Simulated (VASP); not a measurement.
# ErC4 (P6/mmm) in VASP: further runs

Runs on ErC4. Level: PBE. Tasks: single point, relaxation of cell and atoms.

Program: VASP 6.6.1. These are calculated values, not measurements. Logs are shortened: lines on timing, memory, paths and dates and some standing lists are left out, and cuts for length are marked.

**1. The cell of the first run**

It takes space group P6/mmm (No. 191, hexagonal). The conventional cell has a = 3.829 Å, b = 3.829 Å, c = 4.487 Å, α = 90.00°, β = 90.00°, γ = 120.00°. Within 3.0 Å of Er (site symmetry 6/mmm) lie 14 C at 2.24 to 2.95 Å. C (site symmetry mmm) has 6 C at 1.91 Å within 2.5 Å. C (site symmetry 6/mmm) has 6 C at 1.91 Å and 2 Er at 2.24 Å within 2.5 Å.

The cell was generated, and may not be a known phase.

**2. Single point, PBE**

Input file INCAR:

```
SYSTEM = ErC4
PREC = Accurate
ENCUT = 600
EDIFF = 1E-6
ISMEAR = 0
SIGMA = 0.1
LREAL = .FALSE.
LASPH = .TRUE.
NELM = 200
ALGO = Normal
ISIF = 2
LWAVE = .FALSE.
LCHARG = .FALSE.
GGA = PE
NBANDS = 20
GGA_COMPAT = .FALSE.
LMAXMIX = 6
```

Input file KPOINTS:

```
regular mesh
0
G
  12 12 8
  0 0 0
```

Input file POSCAR:

```
ErC4
1.0
    3.8289418148      0.0000000000      0.0000000000
   -1.9144709074      3.3159608813      0.0000000000
    0.0000000000      0.0000000000      4.4874936680
Er C
1 4
Direct
    0.0000000000      0.0000000000      0.0000000000
    0.5000000000      0.0000000000      0.5000000000
    0.0000000000      0.5000000000      0.5000000000
    0.5000000000      0.5000000000      0.5000000000
    0.0000000000      0.0000000000      0.5000000000
```

Potentials or basis: VASP PAW PBE potentials, release 64 (Er_3, C), 4f in core.

Run with:

```sh
> cat potpaw_PBE.64/Er_3/POTCAR potpaw_PBE.64/C/POTCAR > POTCAR
> mpirun -np 1 vasp_std > vasp.out
```

OUTCAR:

```text
SYSTEM = ErC4
   PREC = Accurate
   ENCUT = 600
   EDIFF = 1E-6
   ISMEAR = 0
   LREAL = .FALSE.
   LASPH = .TRUE.
   NELM = 200
   ISIF = 2
   GGA = PE

 ion  position               nearest neighbor table
   1  0.000  0.000  0.000-   5 2.24   5 2.24
   2  0.500  0.000  0.500-   5 1.91   5 1.91   3 1.91   4 1.91   4 1.91   3 1.91
   3  0.000  0.500  0.500-   4 1.91   4 1.91   5 1.91   5 1.91   2 1.91   2 1.91
   4  0.500  0.500  0.500-   3 1.91   3 1.91   5 1.91   2 1.91   2 1.91   5 1.91
   5  0.000  0.000  0.500-   2 1.91   2 1.91   4 1.91   3 1.91   3 1.91   4 1.91   1 2.24   1 2.24

  LATTYP: Found a hexagonal cell.
 ALAT       =     3.8289418148
 C/A-ratio  =     1.1719931733

  Lattice vectors:

 A1 = (   3.8289418148,   0.0000000000,   0.0000000000)
 A2 = (  -1.9144709074,   3.3159608813,   0.0000000000)
 A3 = (   0.0000000000,   0.0000000000,   4.4874936680)

Analysis of symmetry for initial positions (statically):
=====================================================================
 Subroutine PRICEL returns:
 Original cell was already a primitive cell.

 Routine SETGRP: Setting up the symmetry group for a
 hexagonal supercell.

 Subroutine GETGRP returns: Found 24 space group operations
 (whereof 24 operations were pure point group operations)
 out of a pool of 24 trial point group operations.

The static configuration has the point symmetry D_6h.

Analysis of symmetry for dynamics (positions and initial velocities):
=====================================================================
 Subroutine PRICEL returns:
 Original cell was already a primitive cell.

 Routine SETGRP: Setting up the symmetry group for a
 hexagonal supercell.

 Subroutine GETGRP returns: Found 24 space group operations
 (whereof 24 operations were pure point group operations)
 out of a pool of 24 trial point group operations.

The dynamic configuration has the point symmetry D_6h.

 Subroutine INISYM returns: Found 24 space group operations
 (whereof 24 operations are pure point group operations),
 and found     1 'primitive' translations

----------------------------------------------------------------------------------------

                                     Primitive cell

  volume of cell :      56.9760

  direct lattice vectors                    reciprocal lattice vectors
     3.828941815  0.000000000  0.000000000     0.261168764  0.150785856  0.000000000
    -1.914470907  3.315960881  0.000000000     0.000000000  0.301571712  0.000000000
     0.000000000  0.000000000  4.487493668     0.000000000  0.000000000  0.222841540

  length of vectors
     3.828941815  3.828941815  4.487493668     0.301571712  0.301571712  0.222841540

  position of ions in fractional coordinates (direct lattice)
     0.000000000  0.000000000  0.000000000
     0.500000000  0.000000000  0.500000000
     0.000000000  0.500000000  0.500000000
     0.500000000  0.500000000  0.500000000
     0.000000000  0.000000000  0.500000000

  ion indices of the primitive-cell ions
   primitive index   ion index
                 1           1
                 2           2
                 3           3
                 4           4
                 5           5

----------------------------------------------------------------------------------------

 KPOINTS: regular mesh

Automatic generation of k-mesh.
 Grid dimensions read from file:
 generate k-points for:   12   12    8

 Generating k-lattice:

  Cartesian coordinates                     Fractional coordinates (reciprocal lattice)
     0.021764064  0.012565488  0.000000000     0.083333333  0.000000000  0.000000000
     0.000000000  0.025130976  0.000000000     0.000000000  0.083333333  0.000000000
     0.000000000  0.000000000  0.027855193     0.000000000  0.000000000  0.125000000

  Length of vectors
     0.025130976  0.025130976  0.027855193

  Shift w.r.t. Gamma in fractional coordinates (k-lattice)
     0.000000000  0.000000000  0.000000000

 Subroutine IBZKPT returns following result:
 ===========================================

 Found     95 irreducible k-points:

 Following reciprocal coordinates:
            Coordinates               Weight
  0.000000  0.000000  0.000000      1.000000
  0.083333  0.000000  0.000000      6.000000
  0.166667  0.000000  0.000000      6.000000
  0.250000  0.000000  0.000000      6.000000
  0.333333  0.000000  0.000000      6.000000
  0.416667  0.000000  0.000000      6.000000
[... 16 lines left out ...]
  0.250000  0.000000  0.125000     12.000000
  0.333333  0.000000  0.125000     12.000000
 [... further k-points ...]
   k-points           NKPTS =     95   k-points in BZ     NKDIM =     95   number of bands    NBANDS=     20
   number of dos      NEDOS =    301   number of ions     NIONS =      5
   total plane-waves  NPLWV =  36864
   dimension x,y,z NGX =    32 NGY =   32 NGZ =   36
   dimension x,y,z NGXF=    64 NGYF=   64 NGZF=   72
   ions per type =               1   4
[... 89 lines left out ...]
      2     -19.1256      2.00000
      3     -19.1097      2.00000
      4     -12.1087      2.00000
      5      -5.0254      2.00000
      6      -3.4176      2.00000
[... 12 lines left out ...]
     19       9.9119      0.00000
     20      11.4132      0.00000

 k-point     4 :       0.2500    0.0000    0.0000
  band No.  band energies     occupation
      1     -19.2036      2.00000
      2     -19.1221      2.00000
      3     -19.1160      2.00000
      4     -11.7210      2.00000
      5      -6.3600      2.00000
      6      -3.8619      2.00000
[... 12 lines left out ...]
     19      10.1578      0.00000
     20      10.2732      0.00000

 k-point     5 :       0.3333    0.0000    0.0000
  band No.  band energies     occupation
      1     -19.2553      2.00000
      2     -19.1344      2.00000
      3     -19.1063      2.00000
      4     -11.1853      2.00000
      5      -7.5845      2.00000
      6      -4.1945      2.00000
[... 12 lines left out ...]
     19      10.0519      0.00000
     20      10.7016      0.00000

 k-point     6 :       0.4167    0.0000    0.0000
  band No.  band energies     occupation
      1     -19.2926      2.00000
      2     -19.1435      2.00000
      3     -19.0992      2.00000
      4     -10.5105      2.00000
      5      -8.6755      2.00000
      6      -4.3981      2.00000
[... 12 lines left out ...]
     19      10.6652      0.00000
     20      11.0847      0.00000

 k-point     7 :       0.5000    0.0000    0.0000
  band No.  band energies     occupation
      1     -19.3062      2.00000
      2     -19.1468      2.00000
      3     -19.0966      2.00000
      4      -9.8552      2.00000
      5      -9.4698      2.00000
      6      -4.4665      2.00000
[... 12 lines left out ...]
     19      10.6520      0.00000
     20      10.9544      0.00000
[... 277 lines left out ...]
 k-point    20 :       0.0000    0.0000    0.1250
  band No.  band energies     occupation
      1     -19.1619      2.00000
      2     -19.0961      2.00000
      3     -19.0961      2.00000
      4     -12.3306      2.00000
      5      -2.8019      2.00000
      6      -2.8019      2.00000
[... 12 lines left out ...]
     19       8.8986      0.00000
     20      12.7311      0.00000

 k-point    21 :       0.0833    0.0000    0.1250
  band No.  band energies     occupation
      1     -19.1589      2.00000
      2     -19.1102      2.00000
      3     -19.0994      2.00000
      4     -12.2538      2.00000
      5      -3.6550      2.00000
      6      -3.0011      2.00000
[... 12 lines left out ...]
     19       9.3847      0.00000
     20      12.4391      0.00000

 k-point    22 :       0.1667    0.0000    0.1250
  band No.  band energies     occupation
      1     -19.1544      2.00000
      2     -19.1452      2.00000
      3     -19.1085      2.00000
      4     -12.0245      2.00000
      5      -5.0223      2.00000
      6      -3.3998      2.00000
[... 12 lines left out ...]
     19      10.0344      0.00000
     20      11.5309      0.00000

 k-point    23 :       0.2500    0.0000    0.1250
  band No.  band energies     occupation
      1     -19.2019      2.00000
      2     -19.1384      2.00000
      3     -19.1208      2.00000
      4     -11.6448      2.00000
      5      -6.3506      2.00000
      6      -3.8346      2.00000
[... 12 lines left out ...]
     19      10.2797      0.00000
     20      10.4379      0.00000

 k-point    24 :       0.3333    0.0000    0.1250
  band No.  band energies     occupation
      1     -19.2530      2.00000
      2     -19.1331      2.00000
      3     -19.1272      2.00000
      4     -11.1181      2.00000
      5      -7.5694      2.00000
      6      -4.1603      2.00000
[... 12 lines left out ...]
     19       9.8937      0.00000
     20      10.8734      0.00000

 [... further k-points ...]

------------------------ aborting loop because EDIFF is reached ----------------------------------------

  FORCE on cell =-STRESS in cart. coord.  units (eV):
  Direction    XX          YY          ZZ          XY          YZ          ZX
  --------------------------------------------------------------------------------------
  -------------------------------------------------------------------------------------
  Total       -0.0379980     -0.0379980      0.3890295      0.0000000     -0.0000000      0.0000000
  in kB       -1.0685116     -1.0685116     10.9395926      0.0000000     -0.0000000      0.0000000
  external PRESSURE =       2.9341898 kB  Pullay stress =       0.0000000 kB

 VOLUME and BASIS-vectors are now :
 -----------------------------------------------------------------------------
  energy-cutoff  :      600.00
  volume of cell :       56.98
      direct lattice vectors                 reciprocal lattice vectors
     3.828941815  0.000000000  0.000000000     0.261168764  0.150785856  0.000000000
    -1.914470907  3.315960881  0.000000000     0.000000000  0.301571712  0.000000000
     0.000000000  0.000000000  4.487493668     0.000000000  0.000000000  0.222841540

 POSITION                                       TOTAL-FORCE (eV/Angst)
 -----------------------------------------------------------------------------------
      0.00000      0.00000      0.00000         0.000000      0.000000      0.000000
      1.91447      0.00000      2.24375        -0.000000      0.000000      0.000000
     -0.95724      1.65798      2.24375        -0.000000      0.000000      0.000000
      0.95724      1.65798      2.24375         0.000000      0.000000      0.000000
      0.00000      0.00000      2.24375         0.000000      0.000000      0.000000
 -----------------------------------------------------------------------------------
    total drift:                                0.000000      0.000000     -0.000000

  FREE ENERGIE OF THE ION-ELECTRON SYSTEM (eV)
  ---------------------------------------------------
  free  energy   TOTEN  =       -27.9129750258 eV

  energy  without entropy=      -27.8984819571  energy(sigma->0) =      -27.90572849
```

Wall time 1.7 min (1 thread of Intel Xeon Platinum 8488C (Sapphire Rapids), shared host); peak memory 0.27 GiB.

Results:

| Property | Result |
| --- | --- |
| Free energy | -27.9130 eV |
| Pressure | 0.3 GPa |
| Band gap on the k mesh | zero (an odd number of electrons rules out a gap without spin polarisation) |

Caveat: spin-orbit coupling is left out, which moves the levels of the heavy elements; the 4f electrons are frozen in the core, so they carry no moment and show no levels; an odd number of electrons without spin polarisation forces a metal; a magnetic or distorted state may lie lower.

**3. Single point, PBE**

This run uses another cell than the first one: it holds 10 atoms, not 5.

Input file INCAR:

```
PREC = Accurate
ENCUT = 600
EDIFF = 1E-6
ISMEAR = 0
SIGMA = 0.2
LREAL = F
LASPH = T
NELM = 200
ALGO = Normal
ISIF = 2
LWAVE = F
LCHARG = T
GGA = PE
LELF = T
LVHAR = T
NBANDS = 36
GGA_COMPAT = F
LMAXMIX = 6
```

Input file KPOINTS:

```
regular mesh
0
Gamma
  6 6 4
```

Input file POSCAR:

```
ErC4
1.0
   -1.9144709074      3.3159608813      0.0000000000
    0.0000000000      0.0000000000      4.4874936680
    5.7434127223      3.3159608813      0.0000000000
Er C
2 8
Direct
    0.5000000000      0.0000000000      0.5000000000
    0.0000000000      0.0000000000      1.0000000000
    0.7500000000      0.5000000000      0.2500000000
    0.2500000000      0.5000000000      0.7500000000
    0.5000000000      0.5000000000      0.0000000000
    0.0000000000      0.5000000000      0.5000000000
    0.2500000000      0.5000000000      0.2500000000
    0.7500000000      0.5000000000      0.7500000000
    0.5000000000      0.5000000000      0.5000000000
    0.0000000000      0.5000000000      0.0000000000
```

Potentials or basis: VASP PAW PBE potentials, release 64 (Er_3, C), 4f in core.

Run with:

```sh
> cat potpaw_PBE.64/Er_3/POTCAR potpaw_PBE.64/C/POTCAR > POTCAR
> mpirun -np 1 vasp_std > vasp.out
```

Run time: 3.9 min. Hardware: 1 thread of Intel Xeon Platinum 8488C (Sapphire Rapids), shared host; peak memory 0.36 GiB.

Results (log left out):

- Free energy: -55.7464 eV
- Pressure: 0.4 GPa
- Band gap on the k mesh: zero (bands 25 and 26 overlap by 2.36 eV)

Stress tensor (GPa, compression positive):
```
-1.69 -2.75  0.00
-2.75  1.49  0.00
 0.00  0.00  1.31
```

Levels at points of the mesh, in eV from the Fermi level:
| k point | band 23 | band 24 | band 25 | band 26 | band 27 | band 28 |
| --- | --- | --- | --- | --- | --- | --- |
| (0.00, 0.00, 0.00) | -0.41 | -0.02 | 0.01 | 0.19 | 0.45 | 0.96 |
| (0.50, 0.00, 0.00) | -0.74 | -0.74 | 0.75 | 0.75 | 0.79 | 0.79 |
| (0.00, 0.50, 0.00) | -0.29 | -0.29 | -0.10 | 0.00 | 0.05 | 0.15 |
| (0.50, 0.50, 0.00) | -0.57 | -0.57 | 0.66 | 0.66 | 1.69 | 1.69 |
| (0.00, 0.00, 0.50) | -1.24 | -1.24 | -0.58 | -0.58 | 0.17 | 0.17 |
| (0.50, 0.00, 0.50) | -0.02 | -0.02 | 0.01 | 0.01 | 0.20 | 0.20 |
| (0.00, 0.50, 0.50) | -1.64 | -1.64 | -1.56 | -1.56 | 0.13 | 0.13 |
| (0.50, 0.50, 0.50) | 0.00 | 0.00 | 0.05 | 0.05 | 0.15 | 0.15 |

Caveat: spin-orbit coupling is left out, which moves the levels of the heavy elements; the 4f electrons are frozen in the core, so they carry no moment and show no levels. Spin polarisation is off, so any magnetic state and its effect on volume and gap are missing.

**4. Relaxation of cell and atoms, PBE**

This run uses another cell than the first one, of 11.54 Å³/atom.

Input file INCAR:

```
SYSTEM = ErC4
PREC     = Accurate       ! precision mode
ENCUT    = 600            ! plane-wave cutoff, eV
EDIFF    = 1E-7           ! SCF threshold, eV
ISMEAR   = 0              ! smearing method
SIGMA    = 0.1            ! smearing width, eV
LREAL    = .FALSE.        ! projectors in reciprocal space
LASPH    = .TRUE.         ! aspherical terms in the spheres
NELM     = 200            ! most SCF steps
ALGO     = Normal         ! electronic algorithm
ISIF     = 3              ! what is computed and relaxed
LWAVE    = .FALSE.        ! write WAVECAR
LCHARG   = .FALSE.        ! write CHGCAR
GGA      = PE             ! functional
IBRION   = 2              ! ionic algorithm
NSW      = 100            ! ionic steps
EDIFFG   = -0.01          ! ionic threshold
GGA_COMPAT= .FALSE.      
NELMIN   = 4            
LMAXMIX  = 6              ! l up to which the mixer works
```

Input file KPOINTS:

```
Automatic mesh
0
G
  12 12 8
  0 0 0
```

Input file POSCAR:

```
ErC4
1.0
    3.8600100430      0.0000000000      0.0000000000
   -1.9300050215      3.3428667561      0.0000000000
    0.0000000000      0.0000000000      4.4703813915
Er C
1 4
Direct
    0.0000000000      0.0000000000      0.0000000000
    0.5000000000      0.0000000000      0.5000000000
    0.0000000000      0.5000000000      0.5000000000
    0.5000000000      0.5000000000      0.5000000000
    0.0000000000      0.0000000000      0.5000000000
```

Run with:

```sh
> cat potpaw_PBE.64/Er_3/POTCAR potpaw_PBE.64/C/POTCAR > POTCAR
> mpirun -np 1 vasp_std > vasp.out
```

Wall time 3.6 min (1 thread of Intel Xeon Platinum 8488C (Sapphire Rapids), shared host); peak memory 0.27 GiB.

The run converged. Its results:

| Quantity | Value |
| --- | --- |
| Free energy | -27.9147 eV |
| Relaxed volume | 11.42 Å³/atom |
| Relaxed cell | a = 3.826 Å, b = 3.826 Å, c = 4.507 Å, α = 90.00°, β = 90.00°, γ = 120.00° |
| Space group after relaxing (to 0.1 Å) | P6/mmm (No. 191) |
| Energy gained by relaxing | 1.6 meV/atom |
| Ionic steps | 4 |
| Pressure after relaxing | -0.1 GPa |
| Band gap on the k mesh | zero (an odd number of electrons rules out a gap without spin polarisation) |

Step by step:
| step | energy change (eV) | largest force (eV/Å) | pressure (GPa) | volume (Å³) |
| --- | --- | --- | --- | --- |
| 1 | 0.0000 | 0.0000 | -0.63 | 57.68 |
| 2 | -0.0071 | 0.0000 | -0.25 | 57.30 |
| 3 | -0.0079 | 0.0000 | -0.05 | 57.11 |
| 4 | -0.0080 | 0.0000 | -0.07 | 57.12 |

Final structure:
```
Er C
1.0
     3.82560    0.00000    0.00000
    -1.91280    3.31306    0.00000
     0.00000    0.00000    4.50698
Er C
1 4
Direct
  0.00000 0.00000 0.00000
  0.50000 0.00000 0.50000
  0.00000 0.50000 0.50000
  0.50000 0.50000 0.50000
  0.00000 0.00000 0.50000
```

Levels at points of the mesh, in eV from the Fermi level:
```
           k point  band 8  band 9  band 10  band 11  band 12  band 13  band 14  band 15  band 16
(0.00, 0.00, 0.00)   -6.90   -6.24    -6.20    -6.20    -1.85     1.25     1.25     1.48     2.67
(0.50, 0.00, 0.00)   -4.84   -3.27    -0.90    -0.39     0.02     0.04     0.24     0.43     0.97
(0.00, 0.00, 0.50)   -8.13   -6.05    -6.05    -5.88    -2.61    -0.26    -0.26     2.47     4.60
(0.50, 0.00, 0.50)   -5.58   -4.46    -2.14    -0.06     0.04     0.09     0.18     0.53     3.28
```

Caveat: spin-orbit coupling is left out, which moves the levels of the heavy elements; the 4f electrons are frozen in the core, so they carry no moment and show no levels; an odd number of electrons without spin polarisation forces a metal; a magnetic or distorted state may lie lower. Spin polarisation is off, so any magnetic state and its effect on volume and gap are missing.

**5. Summary**

```tsv
task	cell	k mesh	smearing	gap on the mesh (eV)	pressure (GPa)
single point	a = 3.829, b = 3.829, c = 4.487 Å, angles 90.0, 90.0, 120.0°, 5 atoms, atomic positions A	12 × 12 × 8	gaussian 0.1 eV	none	0.3
single point	a = 3.829, b = 4.487, c = 6.632 Å, 10 atoms, atomic positions B	6 × 6 × 4	gaussian 0.2 eV	none	0.4
relaxation of cell and atoms	relaxed from a = 3.860, b = 3.860, c = 4.470 Å, angles 90.0, 90.0, 120.0°, 5 atoms, atomic positions A	12 × 12 × 8	gaussian 0.1 eV	none	-0.1
```

Alike in all rows: level PBE; potentials or basis VASP PAW PBE potentials, release 64 (Er_3, C), 4f in core; no spin polarisation; cutoff (eV) 600.

Caveats: spin-orbit coupling is left out, which moves the levels of the heavy elements; the 4f electrons are frozen in the core, so they carry no moment and show no levels; an odd number of electrons without spin polarisation forces a metal (at least some runs); a magnetic or distorted state may lie lower (at least some runs).

Total energies depend on the potentials used, so only differences within one code and one set of settings carry meaning.
